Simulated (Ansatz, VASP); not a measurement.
**TaVN2: VASP beside Ansatz**

The input INCAR:

```
SYSTEM = TaVN2
PREC = Accurate
ENCUT = 600
EDIFF = 1E-7
ISMEAR = -1
SIGMA = 0.05
LREAL = .FALSE.
LASPH = .TRUE.
NELM = 150
ALGO = Normal
ISIF = 3
LWAVE = .FALSE.
LCHARG = .FALSE.
ISPIN = 2
MAGMOM = 0 2 0 0
LORBIT = 11
LMAXMIX = 4
GGA = PS
IBRION = 2
NSW = 60
EDIFFG = -0.01
```

File KPOINTS:

```
regular mesh
0
G
  9 9 6
  0 0 0
```

Contents of POSCAR:

```
TaVN2
1.0
    3.0498670000      0.0000000000      0.0000000000
    0.0000000000      3.0498670000      0.0000000000
    0.0000000000      0.0000000000      4.2960620000
Ta V N
1 1 2
Direct
    0.0000000000      0.0000000000      0.0000000000
    0.5000000000      0.5000000000      0.5000000000
    0.5000000000      0.5000000000      0.0000000000
    0.0000000000      0.0000000000      0.5000000000
```

input.yaml

```yaml
crystal:
  lattice:
    - [3.049867, 0.0, 0.0]
    - [0.0, 3.049867, 0.0]
    - [0.0, 0.0, 4.296062]
  atoms:
    - { symbol: Ta, position: [0.0, 0.0, 0.0] }
    - { symbol: V, position: [0.5, 0.5, 0.5], spin: 2.0 }
    - { symbol: "N", position: [0.5, 0.5, 0.0] }
    - { symbol: "N", position: [0.0, 0.0, 0.5] }
hamiltonian:
  xc: pbesol
  pseudopotentials: { kind: paw }
magnetization:
  spin_polarized: true
kpoints:
  mp_grid: { grid: [9, 9, 6] }
scf:
  occupations: { method: fermi_dirac, width: 0.05 }
output:
  forces: true
  stress: true
  eigenvalues: true
relax:
  f_tol: 0.01
  max_steps: 40
  cell: { stress_tol: 0.05 }
```

Alike in both runs: task relaxation of cell and atoms; functional PBEsol; k mesh 9 × 9 × 6; occupations fermi-dirac, width 0.05 eV; collinear spin.

|  | VASP | Ansatz |
| --- | --- | --- |
| version | VASP 6.6.1 | Ansatz 0.2.0 |
| potentials or method | VASP PAW PBE potentials, release 64 (Ta_pv, V_sv, N) | Ansatz PAW |
| plane-wave cutoff (eV) | 600 | 420 |
| valence electrons in the cell | 34 | 36 |

|  | VASP | Ansatz | Ansatz less VASP |
| --- | --- | --- | --- |
| gap on the k mesh at the Fermi level, each at its own relaxed structure (eV) | none | none | - |
| net moment per atom (μB) | 0.00 | 0.15 | +0.150 |
| size of the moment on the site where the two differ most (μB) | 0.00 | 0.49 | +0.490 |
| relaxed volume (Å³/atom) | 9.62 | 9.62 | 0.000 |
| relaxed length of the cell vector where the two differ most in proportion (Å) | 4.231 | 4.234 | +0.0028 |

The net moments are unlike, so the other rows may belong to different states. VASP's potentials were made for PBE, not for PBEsol. Site moments also hang on the region over which each program counts them. A gap of «none» marks a metal or a gap that the smearing closes. VASP's potentials hold 34 valence electrons a cell and Ansatz's 36, so a difference there can come from the potentials and not from the codes.

Spin-orbit coupling is off throughout. Noted on Ansatz's run: the plane-wave basis is chosen anew once the cell has moved, so the energies of steps on either side of that aren't comparable.
